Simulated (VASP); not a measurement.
Runs of VASP 6.6.1 on TiB2. The structure is that of space group P6/mmm (No. 191), or close to it. The cells are those of the table. 

```csv
task,cell,gap on the mesh (eV),pressure (GPa)
single point,"a = 3.039, b = 3.039, c = 3.239 Å, angles 90.0, 90.0, 120.0°, 3 atoms",none,-2.0
electric field gradients,"a = 3.039, b = 3.039, c = 3.239 Å, angles 90.0, 90.0, 120.0°, 3 atoms",none,(b)
electric field gradients,"a = 3.009, b = 3.009, c = 3.207 Å, angles 90.0, 90.0, 120.0°, 3 atoms",none,5.8
single point,"a = 3.009, b = 3.009, c = 3.207 Å, angles 90.0, 90.0, 120.0°, 3 atoms",none,5.8
electric field gradients,"a = 3.030, b = 3.055, c = 3.229 Å, angles 90.4, 91.1, 120.9°, 3 atoms",none,(a)
single point,"a = 3.069, b = 3.069, c = 3.271 Å, angles 90.0, 90.0, 120.0°, 3 atoms",none,-8.9
electric field gradients,"a = 2.967, b = 2.967, c = 3.162 Å, angles 90.0, 90.0, 120.0°, 3 atoms",none,18.3
```

Alike in all rows: level PBE; potentials or basis VASP PAW PBE potentials, release 64 (Ti_sv, B); no spin polarisation; k mesh 15 × 15 × 13; cutoff (eV) 520; smearing fermi-dirac 0.08 eV.

Question: Estimate the missing entries.

Answer: (a) 0.8; (b) -2.1.

Caveats: the cell stands under pressure (at least some runs); the cell stands under tension (at least some runs).

A gap of «none» marks levels without a gap at the run's occupations.
